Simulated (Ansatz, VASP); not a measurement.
## HfO2: VASP beside Ansatz

File INCAR:

```
SYSTEM = HfO2
PREC = Accurate
ENCUT = 520
EDIFF = 1E-6
ISMEAR = -1
SIGMA = 0.02
LREAL = .FALSE.
LASPH = .TRUE.
NELM = 60
ALGO = Normal
ISIF = 2
LWAVE = .FALSE.
LCHARG = .FALSE.
GGA = PE
NBANDS = 18
```

Contents of KPOINTS:

```
Automatic mesh
0
G
  8 8 8
  0 0 0
```

File POSCAR:

```
HfO2
1.0
    0.0000000000      2.4598827226      2.5291823181
    2.5291823181      0.0000000000      2.5291823181
    2.5291823181      2.4598827226      0.0000000000
Hf O
1 2
Direct
    0.0000000000      0.0000000000      0.0000000000
    0.2500000000      0.2500000000      0.2500000000
    0.7500000000      0.7500000000      0.7500000000
```

Input for Ansatz:

```yaml
crystal:
  lattice:
    - [0.0, 2.4598827226, 2.5291823181]
    - [2.5291823181, 0.0, 2.5291823181]
    - [2.5291823181, 2.4598827226, 0.0]
  atoms:
    - { symbol: Hf, position: [0.0, 0.0, 0.0] }
    - { symbol: O, position: [0.25, 0.25, 0.25] }
    - { symbol: O, position: [0.75, 0.75, 0.75] }
kpoints:
  mp_grid: { grid: [8, 8, 8] }
  band_path:
    path:
      - [0.0, 0.0, 0.0]
      - [0.5, 0.0, 0.5]
      - [0.625, 0.25, 0.625]
      - [0.375, 0.375, 0.75]
      - [0.5, 0.5, 0.5]
      - [0.5, 0.25, 0.75]
    npoints: 1
hamiltonian:
  xc: pbe
scf:
  occupations: { method: fermi_dirac, width: 0.02 }
  n_extra_bands: 4
output:
  forces: true
  stress: true
  eigenvalues: true
```

Change from the starting cell: uniaxial_y strain -2.7%.

Alike in both runs: task single point; functional PBE; k mesh 8 × 8 × 8; occupations fermi-dirac, width 0.02 eV; no spin polarisation.

|  | VASP | Ansatz |
| --- | --- | --- |
| version | VASP 6.6.1 | Ansatz 0.2.0 |
| potentials or method | VASP PAW PBE potentials, release 64 (Hf_pv, O) | plane waves, PAW |
| plane-wave cutoff (eV) | 520 | 420 |
| valence electrons in the cell | 22 | 38 |

```csv
,VASP,Ansatz,Ansatz less VASP
gap on the k mesh at the Fermi level (eV),3.59,3.58,-0.005
pressure (GPa),9.9,14.0,+4.10
"traceless stress, the component that is largest in VASP (GPa)",9.06,8.88,-0.178
```

VASP's potentials hold 22 valence electrons a cell and Ansatz's 38, so a difference there can come from the potentials and not from the codes.

Neither program's run includes spin-orbit coupling.
